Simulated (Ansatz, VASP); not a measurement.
# One calculation of Sn, two programs

```
CELL_PARAMETERS angstrom
-1.69129 1.73930 2.29061
1.69129 -1.73930 2.29061
1.69129 1.73930 -2.29061
ATOMIC_POSITIONS crystal
Sn 0.00000 0.00000 0.00000
```

Alike in both runs: task single point; functional LDA; k mesh 11 × 11 × 11; occupations fermi-dirac, width 0.05 eV; no spin polarisation.

|  | VASP | Ansatz |
| --- | --- | --- |
| version | VASP 6.6.1 | Ansatz 0.2.0 |
| potentials or method | VASP PAW LDA potentials, release 64 (Sn_d) | Ansatz PAW |
| plane-wave cutoff (eV) | 520 | 420 |
| valence electrons in the cell | 14 | 14 |

|  | VASP | Ansatz | Ansatz less VASP |
| --- | --- | --- | --- |
| gap on the k mesh at the Fermi level (eV) | none | none | - |
| pressure (GPa) | -2.1 | -2.2 | -0.03 |
| traceless stress, the component that is largest in VASP (GPa) | -1.04 | -1.05 | -0.013 |

LDA's correlation is that of Perdew and Zunger in VASP and of Perdew and Wang (1992) in Ansatz. A gap of «none» marks a metal or a gap that the smearing closes.
